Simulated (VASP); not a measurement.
Ag3Au, 4 atoms in the cell. It takes space group I4/mmm (No. 139, tetragonal). The conventional cell has a = 4.119 Å, b = 4.119 Å, c = 8.195 Å, α = 90.00°, β = 90.00°, γ = 90.00°. Within 3.8 Å of Au (site symmetry 4/mmm) lie 12 Ag at 2.91 Å. Within 3.8 Å of Ag (site symmetry 4/mmm) lie 8 Ag at 2.91 Å and 4 Au at 2.91 Å. Within 3.8 Å of Ag (site symmetry -4m2) lie 4 Au at 2.91 Å and 8 Ag at 2.91 Å. 

| Property | Result |
| --- | --- |
| Program | VASP 6.6.1 |
| Task | single point |
| Functional | PBEsol |
| Potentials or basis | VASP PAW PBE potentials, release 64 (Au, Ag) |
| Cutoff | 520 eV |
| k mesh | 9 × 9 × 9 |
| Occupations | fermi-dirac, width 0.05 eV |
| Spin | no spin polarisation |
| Dipole correction | no |
| Further INCAR settings | ALGO = Fast; EDIFF = 1e-07; NBANDS = 30 |

Potentials or basis: VASP PAW PBE potentials, release 64 (Au, Ag).

Command:

```console
$ cat potpaw_PBE.64/Au/POTCAR potpaw_PBE.64/Ag/POTCAR > POTCAR
$ mpirun -np 1 vasp_std > vasp.out
```

Hardware: 1 thread of AMD EPYC 9R45 (Zen 5), on a shared host.

Problem. Estimate the wall time of this run.

Solution. It took 4.1 min on 1 thread of AMD EPYC 9R45 (Zen 5) (shared host), peak memory 0.3 GiB. Counts: scf iterations 16, k points 75.
